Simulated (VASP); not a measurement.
# TePb (Pm-3m) in VASP: notebook, part 2 of 2

VASP 6.6.1.

## Step 4: Single point, PBE

File INCAR:

```
SYSTEM = TePb
PREC = Accurate
ENCUT = 520
EDIFF = 1E-6
ISMEAR = 0
SIGMA = 0.017
LREAL = .FALSE.
LASPH = .TRUE.
NELM = 60
ALGO = Normal
ISIF = 2
LWAVE = .FALSE.
LCHARG = .FALSE.
GGA = PE
NBANDS = 17
```

File KPOINTS:

```
regular mesh
0
G
  7 7 7
  0 0 0
```

File POSCAR:

```
TePb
1.0
    4.0022870000      0.0000000000      0.0000000000
    0.0000000000      4.0022870000      0.0000000000
    0.0000000000      0.0000000000      4.0022870000
Pb Te
1 1
Direct
    0.0000000000      0.0000000000      0.0000000000
    0.5000000000      0.5000000000      0.5000000000
```

Potentials or basis: VASP PAW PBE potentials, release 64 (Pb_d, Te).

On the command line:

```console
cat potpaw_PBE.64/Pb_d/POTCAR potpaw_PBE.64/Te/POTCAR > POTCAR
mpirun -np 1 vasp_std > vasp.out
```

OUTCAR:

```text
SYSTEM = TePb
   PREC = Accurate
   ENCUT = 520
   EDIFF = 1E-6
   ISMEAR = 0
   LREAL = .FALSE.
   LASPH = .TRUE.
   NELM = 60
   ISIF = 2
   GGA = PE

 ion  position               nearest neighbor table
   1  0.000  0.000  0.000-   2 3.47   2 3.47   2 3.47   2 3.47   2 3.47   2 3.47   2 3.47   2 3.47

   2  0.500  0.500  0.500-   1 3.47   1 3.47   1 3.47   1 3.47   1 3.47   1 3.47   1 3.47   1 3.47

  LATTYP: Found a simple cubic cell.
 ALAT       =     4.0022870000

  Lattice vectors:

 A1 = (   4.0022870000,   0.0000000000,   0.0000000000)
 A2 = (   0.0000000000,   4.0022870000,   0.0000000000)
 A3 = (   0.0000000000,   0.0000000000,   4.0022870000)

Analysis of symmetry for initial positions (statically):
=====================================================================
 Subroutine PRICEL returns:
 Original cell was already a primitive cell.

 Routine SETGRP: Setting up the symmetry group for a
 simple cubic supercell.

 Subroutine GETGRP returns: Found 48 space group operations
 (whereof 48 operations were pure point group operations)
 out of a pool of 48 trial point group operations.

The static configuration has the point symmetry O_h .

Analysis of symmetry for dynamics (positions and initial velocities):
=====================================================================
 Subroutine PRICEL returns:
 Original cell was already a primitive cell.

 Routine SETGRP: Setting up the symmetry group for a
 simple cubic supercell.

 Subroutine GETGRP returns: Found 48 space group operations
 (whereof 48 operations were pure point group operations)
 out of a pool of 48 trial point group operations.

The dynamic configuration has the point symmetry O_h .

 Subroutine INISYM returns: Found 48 space group operations
 (whereof 48 operations are pure point group operations),
 and found     1 'primitive' translations

----------------------------------------------------------------------------------------
[... 106 lines left out ...]
   IMIX   =      4    mixing-type and parameters
     AMIX     =   0.40;   BMIX     =  1.00
     AMIX_MAG =   1.60;   BMIX_MAG =  1.00
  volume/ion in A,a.u.               =      32.05       216.32
  Fermi-wavevector in a.u.,A,eV,Ry     =   1.110307  2.098177 16.773027  1.232783
  Thomas-Fermi vector in A             =   2.246857
   LORBIT       =      0    0 simple, 1 ext, 2 COOP (PROOUT), +10 PAW based schemes
   GGA     = PE    functional components
   LHFCALC =     F    Hartree Fock is set to
   AEXX    =    0.0000 exact exchange contribution
   IVDW    =     0    specifies the selected vdW correction
   LEPSILON=     F    determine dielectric tensor
   LRPA    =     F    only Hartree local field effects (RPA)
 non-spin polarized calculation
 Gauss-broadening in eV      SIGMA  =   0.02
  energy-cutoff  :      520.00
  volume of cell :       64.11
 maximum number of plane-waves:      1751
 NGX is ok and might be reduce to    30
   NGX = 15   NGY = 15   NGZ = 15

 number of electron      20.0000009 magnetization

 Free energy of the ion-electron system (eV)
  ---------------------------------------------------
  ext. energy  EPLUGINS =         0.00000000
  ---------------------------------------------------
  free energy    TOTEN  =        -7.05188934 eV

  energy without entropy =       -7.05067223  energy(sigma->0) =       -7.05128078

 E-fermi :   6.4015     XC(G=0):  -9.6814

 val. band max:        6.3995210769   @ k =   0.4286   0.2857   0.0000
 cond. band min:       6.4088930639   @ k =   0.4286   0.4286   0.2857
 fundamental gap:      0.0093719870
 Fermi energy:         6.4014781206

 k-point     1 :       0.0000    0.0000    0.0000
  band No.  band energies     occupation
      1     -10.7875      2.00000
      2     -10.7875      2.00000
      3     -10.7042      2.00000
      4     -10.7042      2.00000
      5     -10.7042      2.00000
      6      -5.7662      2.00000
[... 377 lines left out ...]
      4     -10.6810      2.00000
      5     -10.6810      2.00000
      6      -3.3799      2.00000
[... 9 lines left out ...]
     16      18.8140      0.00000
     17      20.8028      0.00000

------------------------ aborting loop because EDIFF is reached ----------------------------------------

  FORCE on cell =-STRESS in cart. coord.  units (eV):
  Direction    XX          YY          ZZ          XY          YZ          ZX
  --------------------------------------------------------------------------------------
  -------------------------------------------------------------------------------------
  Total        0.0184801      0.0184801      0.0184801     -0.0000000      0.0000000     -0.0000000
  in kB        0.4618396      0.4618396      0.4618396     -0.0000000      0.0000000     -0.0000000
  external PRESSURE =       0.4618396 kB  Pullay stress =       0.0000000 kB

 VOLUME and BASIS-vectors are now :
 -----------------------------------------------------------------------------
  energy-cutoff  :      520.00
  volume of cell :       64.11
      direct lattice vectors                 reciprocal lattice vectors
     4.002287000  0.000000000  0.000000000     0.249857144  0.000000000  0.000000000
     0.000000000  4.002287000  0.000000000     0.000000000  0.249857144  0.000000000
     0.000000000  0.000000000  4.002287000     0.000000000  0.000000000  0.249857144

 POSITION                                       TOTAL-FORCE (eV/Angst)
 -----------------------------------------------------------------------------------
      0.00000      0.00000      0.00000         0.000000      0.000000      0.000000
      2.00114      2.00114      2.00114         0.000000      0.000000      0.000000
 -----------------------------------------------------------------------------------
    total drift:                                0.000000     -0.000000     -0.000000

  FREE ENERGIE OF THE ION-ELECTRON SYSTEM (eV)
  ---------------------------------------------------
  free  energy   TOTEN  =        -7.0518893390 eV

  energy  without entropy=       -7.0506722282  energy(sigma->0) =       -7.05128078
```

Wall time 9.7 s (1 thread of Intel Xeon 6975P-C, shared host); peak memory 0.18 GiB.

Results:

```yaml
Free_energy: -7.0519 eV
Pressure: 0.0 GPa
Band_gap_on_the_k_mesh: zero (band 10 reaches 6.58 eV, above the bottom of band 11 at 5.77 eV)
```

Caveat: spin-orbit coupling is left out, which moves the levels of the heavy elements.

## Step 5: Single point, PBE

File INCAR:

```
PREC     = Accurate       # precision mode
ENCUT    = 520            # plane-wave cutoff, eV
EDIFF    = 1E-6           # SCF threshold, eV
ISMEAR   = 0              # smearing method
SIGMA    = 0.019000000000000003 # smearing width, eV
LREAL    = F              # projectors in reciprocal space
LASPH    = T              # aspherical terms in the spheres
NELM     = 80             # most SCF steps
ALGO     = Normal         # electronic algorithm
ISIF     = 2              # what is computed and relaxed
LWAVE    = F              # write WAVECAR
LCHARG   = T              # write CHGCAR
GGA      = PE             # functional
LELF     = T              # ELF
LVHAR    = T            
NBANDS   = 17             # bands
```

File KPOINTS:

```
regular mesh
0
Gamma
  7 7 7
```

POSCAR is that of step 4.

On the command line:

```console
cat potpaw_PBE.64/Pb_d/POTCAR potpaw_PBE.64/Te/POTCAR > POTCAR
mpirun -np 1 vasp_std > vasp.out
```

It took 12 s on 1 thread of Intel Xeon 6975P-C, shared host; peak memory 0.18 GiB.

It converged, with:

```yaml
Free_energy: -7.0520 eV
Pressure: 0.0 GPa
Band_gap_on_the_k_mesh: zero (band 10 reaches 6.57 eV, above the bottom of band 11 at 5.77 eV)
```

Levels at points of the mesh, in eV from the Fermi level:
| k point | band 8 | band 9 | band 10 | band 11 | band 12 | band 13 |
| --- | --- | --- | --- | --- | --- | --- |
| (0.00, 0.00, 0.00) | -1.57 | -1.57 | -1.57 | 4.00 | 4.00 | 5.22 |

Caveat: spin-orbit coupling is left out, which moves the levels of the heavy elements.

## Step 6: Summary

| task | level | cell | cutoff (eV) | smearing | gap on the mesh (eV) | pressure (GPa) |
| --- | --- | --- | --- | --- | --- | --- |
| relaxation of cell and atoms | PBE+D3(BJ) | relaxed | 600 | fermi-dirac 0.05 eV | none | 0.0 |
| single point | PBE | as given | 520 | gaussian 0.015 eV | none | 0.0 |
| single point | PBE | as given | 520 | gaussian 0.017 eV | none | 0.0 |
| single point | PBE | as given | 520 | gaussian 0.019 eV | none | 0.0 |

Alike in all rows: potentials or basis VASP PAW PBE potentials, release 64 (Pb_d, Te); no spin polarisation; k mesh 7 × 7 × 7.

Every run on the cell as given and a fine mesh finds a metal.

Caveats: spin-orbit coupling is left out, which moves the levels of the heavy elements; pairwise dispersion overbinds metals, which lowers pressure and volume (some runs).

Total energies depend on the potentials used, so only differences within one code and one set of settings carry meaning.
